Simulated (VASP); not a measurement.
# Ge5Pt (P4/mmm) in VASP: a series of runs

Runs on Ge5Pt. Level: PBE. Tasks: single point, relaxation of cell and atoms.

Program: VASP 6.6.1. These are calculated values, not measurements. Logs are shortened: lines on timing, memory, paths and dates and some standing lists are left out, and cuts for length are marked.

## 1. The cell of the first run

Symmetry: P4/mmm, No. 123, tetragonal system. The conventional cell has a = 4.287 Å, b = 4.287 Å, c = 6.677 Å, α = 90.00°, β = 90.00°, γ = 90.00°. Within 3.7 Å of Ge (site symmetry 4/mmm) lie 8 Ge at 2.80 Å. Ge (site symmetry 2mm) has 2 Pt at 2.63 Å and 8 Ge at 2.80 to 3.62 Å within 3.7 Å. Pt (site symmetry 4/mmm) has 8 Ge at 2.63 Å within 3.5 Å.

## 2. Single point, PBE

The input, INCAR:

```
PREC = Accurate
ENCUT = 520
EDIFF = 1E-7
ISMEAR = 0
SIGMA = 0.2
LREAL = False
LASPH = True
NELM = 60
ALGO = Normal
ISIF = 2
LWAVE = False
LCHARG = False
GGA = PE
NBANDS = 49
```

The input, KPOINTS:

```
Automatic mesh
0
Gamma
  4 4 3
```

The input, POSCAR:

```
Ge5Pt
1.0
    4.2868015522      0.0000000000      0.0000000000
    0.0000000000      4.2868015522      0.0000000000
    0.0000000000      0.0000000000      6.6769155250
Ge Pt
5 1
Direct
    0.5000000000      0.5000000000      0.5000000000
    0.0000000000      0.5000000000      0.2290688225
    0.0000000000      0.5000000000      0.7709311775
    0.5000000000      0.0000000000      0.7709311775
    0.5000000000      0.0000000000      0.2290688225
    0.0000000000      0.0000000000      0.0000000000
```

Potentials or basis: VASP PAW PBE potentials, release 64 (Ge_d, Pt).

On the command line:

```console
cat potpaw_PBE.64/Ge_d/POTCAR potpaw_PBE.64/Pt/POTCAR > POTCAR
mpirun -np 1 vasp_std > vasp.out
```

OUTCAR:

```text
PREC = Accurate
   ENCUT = 520
   EDIFF = 1E-7
   ISMEAR = 0
   LREAL = False
   LASPH = True
   NELM = 60
   ISIF = 2
   GGA = PE

 ion  position               nearest neighbor table
   1  0.500  0.500  0.500-   2 2.80   3 2.80   4 2.80   5 2.80   4 2.80   5 2.80   2 2.80   3 2.80

   2  0.000  0.500  0.229-   6 2.63   6 2.63   1 2.80   1 2.80
   3  0.000  0.500  0.771-   6 2.63   6 2.63   1 2.80   1 2.80
   4  0.500  0.000  0.771-   6 2.63   6 2.63   1 2.80   1 2.80
   5  0.500  0.000  0.229-   6 2.63   6 2.63   1 2.80   1 2.80
   6  0.000  0.000  0.000-   2 2.63   3 2.63   4 2.63   5 2.63   2 2.63   3 2.63   4 2.63   5 2.63

  LATTYP: Found a simple tetragonal cell.
 ALAT       =     4.2868015522
 C/A-ratio  =     1.5575518119

  Lattice vectors:

 A1 = (   4.2868015522,   0.0000000000,   0.0000000000)
 A2 = (   0.0000000000,   4.2868015522,   0.0000000000)
 A3 = (   0.0000000000,   0.0000000000,   6.6769155250)

Analysis of symmetry for initial positions (statically):
=====================================================================
 Subroutine PRICEL returns:
 Original cell was already a primitive cell.

 Routine SETGRP: Setting up the symmetry group for a
 simple tetragonal supercell.

 Subroutine GETGRP returns: Found 16 space group operations
 (whereof 16 operations were pure point group operations)
 out of a pool of 16 trial point group operations.

The static configuration has the point symmetry D_4h.

Analysis of symmetry for dynamics (positions and initial velocities):
=====================================================================
 Subroutine PRICEL returns:
 Original cell was already a primitive cell.

 Routine SETGRP: Setting up the symmetry group for a
 simple tetragonal supercell.

 Subroutine GETGRP returns: Found 16 space group operations
 (whereof 16 operations were pure point group operations)
 out of a pool of 16 trial point group operations.

The dynamic configuration has the point symmetry D_4h.

 Subroutine INISYM returns: Found 16 space group operations
 (whereof 16 operations are pure point group operations),
 and found     1 'primitive' translations

----------------------------------------------------------------------------------------

                                     Primitive cell

  volume of cell :     122.6995

  direct lattice vectors                    reciprocal lattice vectors
     4.286801552  0.000000000  0.000000000     0.233274153  0.000000000  0.000000000
     0.000000000  4.286801552  0.000000000     0.000000000  0.233274153  0.000000000
     0.000000000  0.000000000  6.676915525     0.000000000  0.000000000  0.149769755

  length of vectors
     4.286801552  4.286801552  6.676915525     0.233274153  0.233274153  0.149769755

  position of ions in fractional coordinates (direct lattice)
     0.500000000  0.500000000  0.500000000
     0.000000000  0.500000000  0.229068822
     0.000000000  0.500000000  0.770931178
     0.500000000  0.000000000  0.770931178
     0.500000000  0.000000000  0.229068822
     0.000000000  0.000000000  0.000000000

  ion indices of the primitive-cell ions
   primitive index   ion index
                 1           1
                 2           2
                 3           3
                 4           4
                 5           5
                 6           6

----------------------------------------------------------------------------------------

 KPOINTS: Automatic mesh

Automatic generation of k-mesh.
 Grid dimensions read from file:
 generate k-points for:    4    4    3

 Generating k-lattice:

  Cartesian coordinates                     Fractional coordinates (reciprocal lattice)
     0.058318538  0.000000000  0.000000000     0.250000000  0.000000000  0.000000000
     0.000000000  0.058318538  0.000000000     0.000000000  0.250000000  0.000000000
     0.000000000  0.000000000  0.049923252     0.000000000  0.000000000  0.333333333

  Length of vectors
     0.058318538  0.058318538  0.049923252

  Shift w.r.t. Gamma in fractional coordinates (k-lattice)
     0.000000000  0.000000000  0.000000000

 Subroutine IBZKPT returns following result:
 ===========================================

 Found     12 irreducible k-points:

 Following reciprocal coordinates:
            Coordinates               Weight
  0.000000  0.000000  0.000000      1.000000
  0.250000  0.000000  0.000000      4.000000
  0.500000  0.000000  0.000000      2.000000
  0.250000  0.250000  0.000000      4.000000
  0.500000  0.250000  0.000000      4.000000
  0.500000  0.500000  0.000000      1.000000
  0.000000  0.000000  0.333333      2.000000
  0.250000  0.000000  0.333333      8.000000
  0.500000  0.000000  0.333333      4.000000
  0.250000  0.250000  0.333333      8.000000
  0.500000  0.250000  0.333333      8.000000
  0.500000  0.500000  0.333333      2.000000
   k-points           NKPTS =     12   k-points in BZ     NKDIM =     12   number of bands    NBANDS=     49
   number of dos      NEDOS =    301   number of ions     NIONS =      6
   total plane-waves  NPLWV =  51200
   dimension x,y,z NGX =    32 NGY =   32 NGZ =   50
   dimension x,y,z NGXF=    64 NGYF=   64 NGZF=  100
   ions per type =               5   1
   NGX,Y,Z   is equivalent  to a cutoff of  12.41, 12.41, 12.45 a.u.
   NGXF,Y,Z  is equivalent  to a cutoff of  24.82, 24.82, 24.90 a.u.
 SYSTEM =  unknown system
   PREC   = accura    normal or accurate (medium, high low for compatibility)
   ISTART =      0    job   : 0-new  1-cont  2-samecut
   ICHARG =      2    charge: 1-file 2-atom 10-const
   ISPIN  =      1    spin polarized calculation?
   LNONCOLLINEAR =      F non collinear calculations
   LSORBIT =      F    spin-orbit coupling
   LASPH  =      T    aspherical Exc in radial PAW
   ENCUT  =  520.0 eV  38.22 Ry    6.18 a.u.   7.97  7.97 12.41*2*pi/ulx,y,z
   NELM   =     60;   NELMIN=  2; NELMDL= -5     # of ELM steps
   EDIFF  = 0.1E-06   stopping-criterion for ELM
   LREAL  =      F    real-space projection
   EDIFFG = 0.1E-05   stopping-criterion for IOM
   NSW    =      0    number of steps for IOM
   IBRION =     -1    ionic relax: 0-MD 1-quasi-New 2-CG
   NFREE  =      0    steps in history (QN), initial steepest desc. (CG)
   ISIF   =      2    stress and relaxation
   ISYM   =      2    0-nonsym 1-usesym 2-fastsym
   POTIM  = 0.5000    time-step for ionic-motion
   TEBEG  =    0.0;   TEEND  =   0.0 temperature during run
   PSTRESS=    0.0 pullay stress
   NELECT =      80.0000    total number of electrons
   NUPDOWN=      -1.0000    fix difference up-down
   EMIN   =  10.00;   EMAX   =-10.00  energy-range for DOS
   EFERMI =   0.00;   METHOD = LEGACY
   ISMEAR =     0;   SIGMA  =   0.20  broadening in eV -4-tet -1-fermi 0-gaus
   EFERMI_NEDOS =   21; number of points for ismear=-14 and -15
   IALGO  =     38    algorithm
   IMIX   =      4    mixing-type and parameters
     AMIX     =   0.40;   BMIX     =  1.00
     AMIX_MAG =   1.60;   BMIX_MAG =  1.00
  volume/ion in A,a.u.               =      20.45       138.00
  Fermi-wavevector in a.u.,A,eV,Ry     =   1.419572  2.682601 27.418234  2.015183
  Thomas-Fermi vector in A             =   2.540578
   LORBIT       =      0    0 simple, 1 ext, 2 COOP (PROOUT), +10 PAW based schemes
   GGA     = PE    functional components
   LHFCALC =     F    Hartree Fock is set to
   AEXX    =    0.0000 exact exchange contribution
   IVDW    =     0    specifies the selected vdW correction
   LEPSILON=     F    determine dielectric tensor
   LRPA    =     F    only Hartree local field effects (RPA)
 non-spin polarized calculation
 Gauss-broadening in eV      SIGMA  =   0.20
  energy-cutoff  :      520.00
  volume of cell :      122.70
 maximum number of plane-waves:      3336
 NGX is ok and might be reduce to    32
   NGX = 15   NGY = 15   NGZ = 25

 number of electron      79.9999864 magnetization

 Free energy of the ion-electron system (eV)
  ---------------------------------------------------
  ext. energy  EPLUGINS =         0.00000000
  ---------------------------------------------------
  free energy    TOTEN  =       -28.79642666 eV

  energy without entropy =      -28.76644049  energy(sigma->0) =      -28.78143357

 E-fermi :   6.2986     XC(G=0): -10.7747

 val. band max:        6.1435851648   @ k =   0.0000   0.0000   0.0000
 cond. band min:       6.3023935213   @ k =   0.5000   0.2500   0.3333
 fundamental gap:      0.1588083565
 Fermi energy:         6.2986455664

 k-point     1 :       0.0000    0.0000    0.0000
  band No.  band energies     occupation
      1     -18.6053      2.00000
      2     -18.6007      2.00000
      3     -18.5977      2.00000
      4     -18.5763      2.00000
      5     -18.5722      2.00000
      6     -18.5722      2.00000
[... 41 lines left out ...]
     48      10.5382      0.00000
     49      11.6643      0.00000

 k-point     2 :       0.2500    0.0000    0.0000
  band No.  band energies     occupation
      1     -18.5891      2.00000
      2     -18.5868      2.00000
      3     -18.5834      2.00000
      4     -18.5738      2.00000
      5     -18.5681      2.00000
      6     -18.5563      2.00000
[... 41 lines left out ...]
     48      10.6438      0.00000
     49      11.1005      0.00000

 k-point     3 :       0.5000    0.0000    0.0000
  band No.  band energies     occupation
      1     -18.5717      2.00000
      2     -18.5687      2.00000
      3     -18.5610      2.00000
      4     -18.5608      2.00000
      5     -18.5595      2.00000
      6     -18.5506      2.00000
[... 41 lines left out ...]
     48      10.4789      0.00000
     49      11.6487      0.00000

 k-point     4 :       0.2500    0.2500    0.0000
  band No.  band energies     occupation
      1     -18.5878      2.00000
      2     -18.5821      2.00000
      3     -18.5694      2.00000
      4     -18.5650      2.00000
      5     -18.5588      2.00000
      6     -18.5563      2.00000
[... 353 lines left out ...]
     48      11.2988      0.00000
     49      11.4742      0.00000

 k-point    11 :       0.5000    0.2500    0.3333
  band No.  band energies     occupation
      1     -18.5776      2.00000
      2     -18.5732      2.00000
      3     -18.5648      2.00000
      4     -18.5579      2.00000
      5     -18.5569      2.00000
      6     -18.5521      2.00000
[... 41 lines left out ...]
     48      11.1385      0.00000
     49      11.2307      0.00000

 k-point    12 :       0.5000    0.5000    0.3333
  band No.  band energies     occupation
      1     -18.5796      2.00000
      2     -18.5796      2.00000
      3     -18.5642      2.00000
      4     -18.5642      2.00000
      5     -18.5616      2.00000
      6     -18.5506      2.00000
[... 41 lines left out ...]
     48      12.6437      0.00000
     49      12.7954      0.00000

------------------------ aborting loop because EDIFF is reached ----------------------------------------

  FORCE on cell =-STRESS in cart. coord.  units (eV):
  Direction    XX          YY          ZZ          XY          YZ          ZX
  --------------------------------------------------------------------------------------
  -------------------------------------------------------------------------------------
  Total       -0.1976598     -0.1976598      0.3432771      0.0000000      0.0000000      0.0000000
  in kB       -2.5809897     -2.5809897      4.4824226      0.0000000      0.0000000      0.0000000
  external PRESSURE =      -0.2265190 kB  Pullay stress =       0.0000000 kB

 VOLUME and BASIS-vectors are now :
 -----------------------------------------------------------------------------
  energy-cutoff  :      520.00
  volume of cell :      122.70
      direct lattice vectors                 reciprocal lattice vectors
     4.286801552  0.000000000  0.000000000     0.233274153  0.000000000  0.000000000
     0.000000000  4.286801552  0.000000000     0.000000000  0.233274153  0.000000000
     0.000000000  0.000000000  6.676915525     0.000000000  0.000000000  0.149769755

 POSITION                                       TOTAL-FORCE (eV/Angst)
 -----------------------------------------------------------------------------------
      2.14340      2.14340      3.33846         0.000000     -0.000000      0.000000
      0.00000      2.14340      1.52947         0.000000      0.000000     -0.033112
      0.00000      2.14340      5.14744        -0.000000      0.000000      0.033112
      2.14340      0.00000      5.14744         0.000000     -0.000000      0.033112
      2.14340      0.00000      1.52947        -0.000000     -0.000000     -0.033112
      0.00000      0.00000      0.00000         0.000000     -0.000000      0.000000
 -----------------------------------------------------------------------------------
    total drift:                                0.000000      0.000000     -0.000000

  FREE ENERGIE OF THE ION-ELECTRON SYSTEM (eV)
  ---------------------------------------------------
  free  energy   TOTEN  =       -28.7964266562 eV

  energy  without entropy=      -28.7664404905  energy(sigma->0) =      -28.78143357
```

It took 85 s on 1 thread of Intel Xeon 8259CL, shared host; peak memory 0.25 GiB.

What came out:

- Free energy: -28.7964 eV
- Pressure: 0.0 GPa
- Largest force: 0.033 eV/Å
- Band gap on the k mesh: zero (bands 40 and 41 overlap by 1.07 eV)

Forces in eV/Å, atoms in the order of the input:
```
Ge   0.000  0.000  0.000
Ge   0.000  0.000 -0.033
Ge   0.000  0.000  0.033
Ge   0.000  0.000  0.033
Ge   0.000  0.000 -0.033
Pt   0.000  0.000  0.000
```

Caveat: the k points lie up to 0.37 Å⁻¹ apart, too coarse for converged energies and pressures of a metal; spin-orbit coupling is left out, which moves the levels of the heavy elements.

(Continued in part 2 of 2.)
